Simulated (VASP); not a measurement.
Ir:

```xyz
2
Lattice="0.0000 0.0000 2.6323 2.5819 -2.2920 1.3162 2.5819 2.2920 -1.3162" Properties=species:S:1:pos:R:3 pbc="T T T"
Ir    2.5819   -1.1460    1.9743
Ir    2.5819    1.1460    0.6581
```

Base run:

| Quantity | Value |
| --- | --- |
| Program | VASP 6.6.1 |
| Functional | r2SCAN |
| Potentials or basis | VASP PAW PBE potentials, release 64 (Ir) |
| Cutoff | 520 eV |
| k mesh | 8 × 8 × 8 |
| Occupations | fermi-dirac, width 0.1 eV |
| Spin | no spin polarisation |

Its results: band gap on the k mesh zero (band 9 reaches 10.59 eV, above the bottom of band 10 at 6.66 eV); pressure 1.9 GPa.

Problem. The run is repeated on the same cell with these changes: potentials or basis from VASP PAW PBE potentials, release 64 (Ir) to VASP PAW PBE potentials, release 64 (Ir_sv_GW); cutoff from 520 eV to 550 eV; further incar settings from ALGO = Normal; EDIFF = 1e-06; NBANDS = 16 to ALGO = Normal; EDIFF = 1e-06; NBANDS = 24; valence electrons from 18 to 34. What comes out?

Solution. Band gap on the k mesh zero (band 17 reaches 12.86 eV, above the bottom of band 18 at 8.92 eV); pressure -2.0 GPa.

Caveats: the PAW data sets were made with another functional, which shifts forces and pressure a little; spin-orbit coupling is left out, which moves the levels of the heavy elements.
